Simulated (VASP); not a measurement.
# GaAs (Fm-3m) in VASP: a series of runs

Runs on GaAs. Level: PBE. Tasks: single point.

Program: VASP 6.6.1. These are calculated values, not measurements. Logs are shortened: lines on timing, memory, paths and dates and some standing lists are left out, and cuts for length are marked.

## (1) The cell of the first run

Symmetry: Fm-3m, No. 225, cubic system. The conventional cell has a = 5.240 Å, b = 5.240 Å, c = 5.240 Å, α = 90.00°, β = 90.00°, γ = 90.00°. Ga (site symmetry m-3m) has 6 As at 2.62 Å within 3.5 Å. Within 3.5 Å of As (site symmetry m-3m) lie 6 Ga at 2.62 Å.

## (2) Single point, PBE

File INCAR:

```
PREC     = Accurate       # precision mode
ENCUT    = 500            # plane-wave cutoff, eV
EDIFF    = 1E-6           # SCF threshold, eV
ISMEAR   = 0              # smearing method
SIGMA    = 0.05           # smearing width, eV
LREAL    = F              # projectors in reciprocal space
LASPH    = T              # aspherical terms in the spheres
NELM     = 120            # most SCF steps
ALGO     = Normal         # electronic algorithm
ISIF     = 2              # what is computed and relaxed
LWAVE    = F              # write WAVECAR
LCHARG   = T              # write CHGCAR
GGA      = PE             # functional
LELF     = T              # ELF
LVHAR    = T            
NBANDS   = 16             # bands
GGA_COMPAT= F
```

File KPOINTS:

```
regular mesh
0
Gamma
  6 6 6
```

File POSCAR:

```
GaAs
1.0
    0.0000000000      2.6200000000      2.6200000000
    2.6200000000      0.0000000000      2.6200000000
    2.6200000000      2.6200000000      0.0000000000
Ga As
1 1
Direct
    0.0000000000      0.0000000000      0.0000000000
    0.5000000000      0.5000000000      0.5000000000
```

Potentials or basis: VASP PAW PBE potentials, release 64 (Ga_d, As).

Launch:

```console
$ cat potpaw_PBE.64/Ga_d/POTCAR potpaw_PBE.64/As/POTCAR > POTCAR
$ mpirun -np 1 vasp_std > vasp.out
```

OUTCAR:

```text
PREC = Accurate
   ENCUT = 500
   EDIFF = 1E-6
   ISMEAR = 0
   LREAL = F
   LASPH = T
   NELM = 120
   ISIF = 2
   GGA = PE

 ion  position               nearest neighbor table
   1  0.000  0.000  0.000-   2 2.62   2 2.62   2 2.62   2 2.62   2 2.62   2 2.62
   2  0.500  0.500  0.500-   1 2.62   1 2.62   1 2.62   1 2.62   1 2.62   1 2.62

  LATTYP: Found a face centered cubic cell.
 ALAT       =     5.2400000000

  Lattice vectors:

 A1 = (   0.0000000000,   2.6200000000,   2.6200000000)
 A2 = (   2.6200000000,   0.0000000000,   2.6200000000)
 A3 = (   2.6200000000,   2.6200000000,   0.0000000000)

Analysis of symmetry for initial positions (statically):
=====================================================================
 Subroutine PRICEL returns:
 Original cell was already a primitive cell.

 Routine SETGRP: Setting up the symmetry group for a
 face centered cubic supercell.

 Subroutine GETGRP returns: Found 48 space group operations
 (whereof 48 operations were pure point group operations)
 out of a pool of 48 trial point group operations.

The static configuration has the point symmetry O_h .

Analysis of symmetry for dynamics (positions and initial velocities):
=====================================================================
 Subroutine PRICEL returns:
 Original cell was already a primitive cell.

 Routine SETGRP: Setting up the symmetry group for a
 face centered cubic supercell.

 Subroutine GETGRP returns: Found 48 space group operations
 (whereof 48 operations were pure point group operations)
 out of a pool of 48 trial point group operations.

The dynamic configuration has the point symmetry O_h .

 Subroutine INISYM returns: Found 48 space group operations
 (whereof 48 operations are pure point group operations),
 and found     1 'primitive' translations

----------------------------------------------------------------------------------------

                                     Primitive cell

  volume of cell :      35.9695

  direct lattice vectors                    reciprocal lattice vectors
     0.000000000  2.620000000  2.620000000    -0.190839695  0.190839695  0.190839695
[... 71 lines left out ...]
   ISPIN  =      1    spin polarized calculation?
   LNONCOLLINEAR =      F non collinear calculations
   LSORBIT =      F    spin-orbit coupling
   LASPH  =      T    aspherical Exc in radial PAW
   ENCUT  =  500.0 eV  36.75 Ry    6.06 a.u.   6.76  6.76  6.76*2*pi/ulx,y,z
   NELM   =    120;   NELMIN=  2; NELMDL= -5     # of ELM steps
   EDIFF  = 0.1E-05   stopping-criterion for ELM
   LREAL  =      F    real-space projection
   EDIFFG = 0.1E-04   stopping-criterion for IOM
   NSW    =      0    number of steps for IOM
   IBRION =     -1    ionic relax: 0-MD 1-quasi-New 2-CG
   NFREE  =      0    steps in history (QN), initial steepest desc. (CG)
   ISIF   =      2    stress and relaxation
   ISYM   =      2    0-nonsym 1-usesym 2-fastsym
   POTIM  = 0.5000    time-step for ionic-motion
   TEBEG  =    0.0;   TEEND  =   0.0 temperature during run
   PSTRESS=    0.0 pullay stress
   NELECT =      18.0000    total number of electrons
   NUPDOWN=      -1.0000    fix difference up-down
   EMIN   =  10.00;   EMAX   =-10.00  energy-range for DOS
   EFERMI =   0.00;   METHOD = LEGACY
   ISMEAR =     0;   SIGMA  =   0.05  broadening in eV -4-tet -1-fermi 0-gaus
   EFERMI_NEDOS =   21; number of points for ismear=-14 and -15
   IALGO  =     38    algorithm
   IMIX   =      4    mixing-type and parameters
     AMIX     =   0.40;   BMIX     =  1.00
     AMIX_MAG =   1.60;   BMIX_MAG =  1.00
  volume/ion in A,a.u.               =      17.98       121.37
  Fermi-wavevector in a.u.,A,eV,Ry     =   1.299734  2.456141 22.984426  1.689308
  Thomas-Fermi vector in A             =   2.430978
   LORBIT       =      0    0 simple, 1 ext, 2 COOP (PROOUT), +10 PAW based schemes
   GGA     = PE    functional components
   LHFCALC =     F    Hartree Fock is set to
   AEXX    =    0.0000 exact exchange contribution
   IVDW    =     0    specifies the selected vdW correction
   LEPSILON=     F    determine dielectric tensor
   LRPA    =     F    only Hartree local field effects (RPA)
 non-spin polarized calculation
 Gauss-broadening in eV      SIGMA  =   0.05
  energy-cutoff  :      500.00
  volume of cell :       35.97
 maximum number of plane-waves:       941
   NGX = 13   NGY = 13   NGZ = 13

 number of electron      18.0000010 magnetization

 Free energy of the ion-electron system (eV)
  ---------------------------------------------------
  ext. energy  EPLUGINS =         0.00000000
  ---------------------------------------------------
  free energy    TOTEN  =        -7.56038276 eV

  energy without entropy =       -7.55824645  energy(sigma->0) =       -7.55931461

 E-fermi :   6.2374     XC(G=0): -11.0007

 val. band max:        6.1918210822   @ k =   0.0000   0.0000   0.0000
 cond. band min:       6.2628728369   @ k =   0.3333   0.0000   0.0000
 fundamental gap:      0.0710517547
 Fermi energy:         6.2374072453

 k-point     1 :       0.0000    0.0000    0.0000
  band No.  band energies     occupation
      1      -8.8010      2.00000
      2      -8.8010      2.00000
      3      -8.7787      2.00000
      4      -8.7787      2.00000
      5      -8.7787      2.00000
      6      -7.6232      2.00000
[... 281 lines left out ...]
      3      -8.7894      2.00000
      4      -8.7458      2.00000
      5      -8.7211      2.00000
      6      -3.8512      2.00000
[... 8 lines left out ...]
     15      19.3330      0.00000
     16      22.4954      0.00000

------------------------ aborting loop because EDIFF is reached ----------------------------------------

  FORCE on cell =-STRESS in cart. coord.  units (eV):
  Direction    XX          YY          ZZ          XY          YZ          ZX
  --------------------------------------------------------------------------------------
  -------------------------------------------------------------------------------------
  Total        1.6609558      1.6609558      1.6609558     -0.0000000      0.0000000     -0.0000000
  in kB       73.9834849     73.9834849     73.9834849     -0.0000000      0.0000000     -0.0000000
  external PRESSURE =      73.9834849 kB  Pullay stress =       0.0000000 kB

 VOLUME and BASIS-vectors are now :
 -----------------------------------------------------------------------------
  energy-cutoff  :      500.00
  volume of cell :       35.97
      direct lattice vectors                 reciprocal lattice vectors
     0.000000000  2.620000000  2.620000000    -0.190839695  0.190839695  0.190839695
     2.620000000  0.000000000  2.620000000     0.190839695 -0.190839695  0.190839695
     2.620000000  2.620000000  0.000000000     0.190839695  0.190839695 -0.190839695

 POSITION                                       TOTAL-FORCE (eV/Angst)
 -----------------------------------------------------------------------------------
      0.00000      0.00000      0.00000         0.000000      0.000000      0.000000
      2.62000      2.62000      2.62000         0.000000      0.000000     -0.000000
 -----------------------------------------------------------------------------------
    total drift:                               -0.000000     -0.000000      0.000000

  FREE ENERGIE OF THE ION-ELECTRON SYSTEM (eV)
  ---------------------------------------------------
  free  energy   TOTEN  =        -7.5603827627 eV

  energy  without entropy=       -7.5582464546  energy(sigma->0) =       -7.55931461
```

stdout:

```text
POSCAR found type information on POSCAR GaAs
 POSCAR found :  2 types and       2 ions
 scaLAPACK will be used
 LDA part: xc-table for (Slater+PW92), standard interpolation
 POSCAR, INCAR and KPOINTS ok, starting setup
 FFT: planning ... GRIDC
 FFT: planning ... GRID_SOFT
 FFT: planning ... GRID
 WAVECAR not read
 entering main loop
```

Wall time 20 s (1 thread of Intel Xeon 8259CL, shared host); peak memory 0.15 GiB.

What came out:

```yaml
Free_energy: -7.5604 eV
Pressure: 7.4 GPa
Band_gap_on_the_k_mesh: zero (band 9 reaches 6.85 eV, above the bottom of band 10 at 3.34 eV)
```

## (3) Single point, PBE

This run uses another cell than the first one, of 19.05 Å³/atom, 1.059 times its volume.

File INCAR:

```
SYSTEM = GaAs
PREC = Accurate ; ENCUT = 500
EDIFF = 1E-6 ; ISMEAR = 0
SIGMA = 0.05 ; LREAL = .False.
LASPH = .True. ; NELM = 120
ALGO = Normal ; ISIF = 2
LWAVE = .False. ; LCHARG = .False.
GGA = PE ; NBANDS = 16
GGA_COMPAT = .False.
```

File KPOINTS:

```
Automatic mesh
0
Gamma
  6 6 6
  0 0 0
```

File POSCAR:

```
GaAs
1.0
    0.0000000000      2.6707122123      2.6707122123
    2.6707122123      0.0000000000      2.6707122123
    2.6707122123      2.6707122123      0.0000000000
Ga As
1 1
Direct
    0.0000000000      0.0000000000      0.0000000000
    0.5000000000      0.5000000000      0.5000000000
```

Potentials or basis: VASP PAW PBE potentials, release 64 (Ga_d, As).

Launch:

```console
$ cat potpaw_PBE.64/Ga_d/POTCAR potpaw_PBE.64/As/POTCAR > POTCAR
$ mpirun -np 1 vasp_std > vasp.out
```

Wall time 19 s (1 thread of Intel Xeon 8259CL, shared host); peak memory 0.15 GiB.

It converged, with:

```yaml
Free_energy: -7.6208 eV
Pressure: 2.1 GPa
Band_gap_on_the_k_mesh: zero (band 9 reaches 6.18 eV, above the bottom of band 10 at 2.92 eV)
```

Levels at points of the mesh, in eV from the Fermi level:
```csv
k point,band 6,band 7,band 8,band 9,band 10,band 11,band 12,band 13
"(0.00, 0.00, 0.00)",-13.39,-0.05,-0.05,-0.05,0.02,7.22,7.22,7.22
"(0.50, 0.00, 0.00)",-11.01,-7.85,0.16,0.16,2.62,2.85,2.85,4.25
"(0.50, 0.50, 0.00)",-10.10,-5.74,-3.72,-2.70,-2.70,3.45,10.15,10.15
```

## (4) Single point, PBE

This run uses another cell than the first one, of 19.53 Å³/atom, 1.086 times its volume.

INCAR is that of step 3.

File KPOINTS:

```
regular mesh
0
Gamma
  6 6 6
  0 0 0
```

File POSCAR:

```
GaAs
1.0
    0.0000000000      2.6931816882      2.6931816882
    2.6931816882      0.0000000000      2.6931816882
    2.6931816882      2.6931816882      0.0000000000
Ga As
1 1
Direct
    0.0000000000      0.0000000000      0.0000000000
    0.5000000000      0.5000000000      0.5000000000
```

Launch:

```console
$ cat potpaw_PBE.64/Ga_d/POTCAR potpaw_PBE.64/As/POTCAR > POTCAR
$ mpirun -np 1 vasp_std > vasp.out
```

It took 18 s on 1 thread of Intel Xeon 8259CL, shared host; peak memory 0.16 GiB.

The run converged. Its results:

```
Free energy            : -7.6286 eV
Pressure               : 0.3 GPa
Band gap on the k mesh : zero (band 9 reaches 5.90 eV, above the bottom of band 10 at 2.74 eV)
```

Levels at points of the mesh, in eV from the Fermi level:
| k point | band 7 | band 8 | band 9 | band 10 | band 11 | band 12 |
| --- | --- | --- | --- | --- | --- | --- |
| (0.00, 0.00, 0.00) | -0.20 | -0.04 | -0.04 | -0.04 | 7.21 | 7.21 |
| (0.50, 0.00, 0.00) | -7.70 | 0.16 | 0.16 | 2.57 | 2.85 | 2.85 |
| (0.50, 0.50, 0.00) | -5.57 | -3.74 | -2.62 | -2.62 | 3.52 | 9.92 |

## (5) Summary

```csv
cell,gap on the mesh (eV),pressure (GPa)
"a = 3.705 Å, angles 60.0°, 2 atoms",none,7.4
"a = 3.777 Å, angles 60.0°, 2 atoms",none,2.1
"a = 3.809 Å, angles 60.0°, 2 atoms",none,0.3
```

Alike in all rows: task single point; level PBE; potentials or basis VASP PAW PBE potentials, release 64 (Ga_d, As); no spin polarisation; k mesh 6 × 6 × 6; cutoff (eV) 500; smearing gaussian 0.05 eV.

Total energies depend on the potentials used, so only differences within one code and one set of settings carry meaning.
